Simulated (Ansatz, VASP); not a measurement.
**One calculation of YN, two programs**

Contents of INCAR:

```
PREC = Accurate
ENCUT = 520
EDIFF = 1E-8
ISMEAR = -1
SIGMA = 0.03
LREAL = F
LASPH = T
NELM = 120
ALGO = Normal
ISIF = 2
LWAVE = F
LCHARG = F
GGA = PE
LEFG = T
NBANDS = 15
GGA_COMPAT = F
```

KPOINTS

```
Automatic mesh
0
Gamma
  10 10 10
```

File POSCAR:

```
YN
1.0
    0.0000000000      2.4385000000      2.4385000000
    2.4385000000      0.0000000000      2.4385000000
    2.4385000000      2.4385000000      0.0000000000
Y N
1 1
Direct
    0.0000000000      0.0000000000      0.0000000000
    0.5000000000      0.5000000000      0.5000000000
```

Input for Ansatz:

```yaml
crystal:
  lattice:
    - [0.0, 2.4385, 2.4385]
    - [2.4385, 0.0, 2.4385]
    - [2.4385, 2.4385, 0.0]
  atoms:
    - { symbol: "Y", position: [0.0, 0.0, 0.0] }
    - { symbol: "N", position: [0.5, 0.5, 0.5] }
kpoints:
  mp_grid: { grid: [10, 10, 10] }
scf:
  occupations: { method: fermi_dirac, width: 0.03 }
hamiltonian:
  xc: pbe
  pseudopotentials: { kind: all_electron, datasets: crystal }
output:
  forces: true
  stress: true
  eigenvalues: true
  efg: { contact_densities: true }
```

Change from the starting cell: volume scaled by 1, crystal datasets.

Alike in both runs: task electric field gradients; functional PBE; k mesh 10 × 10 × 10; occupations fermi-dirac, width 0.03 eV; no spin polarisation.

|  | VASP | Ansatz |
| --- | --- | --- |
| version | VASP 6.6.1 | Ansatz 0.2.0 |
| potentials or method | VASP PAW PBE potentials, release 64 (Y_sv, N), cutoff 520 eV | all-electron PAW with datasets made for the crystal, scalar-relativistic |

|  | VASP | Ansatz | Ansatz less VASP |
| --- | --- | --- | --- |
| pressure (GPa) | 2.8 | 3.0 | +0.20 |

Ansatz ran all-electron here, and VASP with PAW potentials.
